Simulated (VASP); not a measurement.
Write the native input for VASP 6.6.1 that does the following.

| Quantity | Value |
| --- | --- |
| Task | relaxation of cell and atoms |
| Functional | PBE |
| Potentials or basis | VASP PAW PBE potentials, release 64 (Te, Pt) |
| Cutoff | 600 eV |
| k mesh | 12 × 12 × 16 |
| Occupations | gaussian, width 0.1 eV |
| Spin | no spin polarisation |
| Dipole correction | no |
| Further INCAR settings | ALGO = Fast; EDIFF = 1e-06; IBRION = 2; EDIFFG = -0.01; NSW = 100; ISIF = 3 |

The structure of TePt2 lies in POSCAR:

```
TePt2
1.0
    4.7088792585      0.0000000000      0.0000000000
   -2.3544396293      4.0780090612      0.0000000000
    0.0000000000      0.0000000000      2.9472345422
Te Pt
1 2
Direct
    0.0000000000      0.0000000000      0.0000000000
    0.3333333333      0.6666666667      0.5000000000
    0.6666666667      0.3333333333      0.5000000000
```

The input as run:

INCAR

```
  ALGO = Fast
  EDIFF = 1E-6
  EDIFFG = -0.01
  ENCUT = 600
  GGA = PE
  IBRION = 2
  ISIF = 3
  ISMEAR = 0
  LASPH = True
  LCHARG = False
  LREAL = False
  LWAVE = False
  NELM = 100
  NSW = 100
  PREC = Accurate
  SIGMA = 0.1
```

KPOINTS

```
k-points
0
Gamma
  12 12 16
```

Potentials or basis: VASP PAW PBE potentials, release 64 (Te, Pt).

Run with:

```sh
$ cat potpaw_PBE.64/Te/POTCAR potpaw_PBE.64/Pt/POTCAR > POTCAR
$ mpirun -np 1 vasp_std > vasp.out
```

Results of the run:

* Relaxed volume: 18.90 Å³/atom
* Relaxed cell: a = 4.693 Å, b = 4.693 Å, c = 2.972 Å, α = 90.00°, β = 90.00°, γ = 120.00°
* Space group after relaxing (to 0.1 Å): P6/mmm (No. 191)
* Energy gained by relaxing: 0.7 meV/atom
* Ionic steps: 8
* Pressure after relaxing: 0.0 GPa
* Band gap on the k mesh: zero (bands 13 and 14 overlap by 2.13 eV)

Caveat: spin-orbit coupling is left out, which moves the levels of the heavy elements.

Run time: 6.4 min on 1 thread of AMD EPYC 9R45 96-Core Processor (Zen 5) (shared host), peak memory 0.33 GiB.
